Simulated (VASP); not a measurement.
FeO:

```
Fe O
1.0
     0.00000    2.11140    2.11140
     2.11140    0.00000    2.11140
     2.11140    2.11140    0.00000
Fe O
1 1
Direct
  0.00000 0.00000 0.00000
  0.50000 0.50000 0.50000
```

Base run:

* Program: VASP 6.6.1
* Functional: BLYP
* Dispersion: D4
* Potentials or basis: VASP PAW PBE potentials, release 64 (Fe_sv, O)
* Cutoff: 700 eV
* k mesh: 11 × 11 × 11
* Occupations: fermi-dirac, width 0.05 eV
* Spin: collinear spin, ferromagnetic start
* Starting moments: [3.0, 0.0] μB

Its results: band gap on the k mesh zero (filled and empty bands overlap); pressure 12.6 GPa; net moment 3.99 μB per cell; site moments Fe +3.45; O +0.33 μB.

Question: The run is repeated on the same cell with these changes: functional from BLYP to PBE. What comes out?

Answer: Band gap on the k mesh zero (filled and empty bands overlap); pressure 8.2 GPa; net moment 4.00 μB per cell; site moments Fe +3.47; O +0.31 μB.

PBE binds more tightly than BLYP, so the same cell stands under less pressure.

Caveats: the cell stands under pressure; a cell with one magnetic atom can't hold antiferromagnetic order, which such compounds often take; semilocal functionals often make such compounds metallic where correlation or magnetic order opens a gap, which also shifts bond lengths; the PAW data sets were made with another functional, which shifts forces and pressure a little (at least some runs).
